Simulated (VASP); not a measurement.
Set up this calculation in VASP 6.6.1, as the native input.

```
Task                   : single point
Functional             : PBE
Potentials or basis    : VASP PAW PBE potentials, release 64 (Zn, Cu)
Cutoff                 : 520 eV
k mesh                 : 14 × 14 × 14
Occupations            : gaussian, width 0.1 eV
Spin                   : no spin polarisation
Dipole correction      : no
Further INCAR settings : ALGO = Fast; EDIFF = 1e-06; NBANDS = 18
```

The structure of ZnCu lies in POSCAR:

```
ZnCu
1.0
    2.8714783461      0.0000000000      0.0000000000
    0.0000000000      2.8714783461      0.0000000000
    0.0000000000      0.0000000000      2.8714783461
Zn Cu
1 1
Direct
    0.5000000000      0.5000000000      0.5000000000
    0.0000000000      0.0000000000      0.0000000000
```

The input as run:

INCAR

```
ALGO = Fast
EDIFF = 1E-6
ENCUT = 520
GGA = PE
ISIF = 2
ISMEAR = 0
LASPH = True
LCHARG = False
LREAL = False
LWAVE = False
NBANDS = 18
NELM = 60
PREC = Accurate
SIGMA = 0.1
```

KPOINTS

```
k-points
0
Gamma
  14 14 14
```

Potentials or basis: VASP PAW PBE potentials, release 64 (Zn, Cu).

Launch:

```bash
$ cat potpaw_PBE.64/Zn/POTCAR potpaw_PBE.64/Cu/POTCAR > POTCAR
$ mpirun -np 1 vasp_std > vasp.out
```

Results of the run:

| Property | Result |
| --- | --- |
| Pressure | 14.7 GPa |
| Band gap on the k mesh | zero (an odd number of electrons rules out a gap without spin polarisation) |

Caveat: the cell stands under pressure.

It took 47 s on 1 thread of AMD EPYC 7R13 Processor (Zen 3) (shared host), peak memory 0.15 GiB.
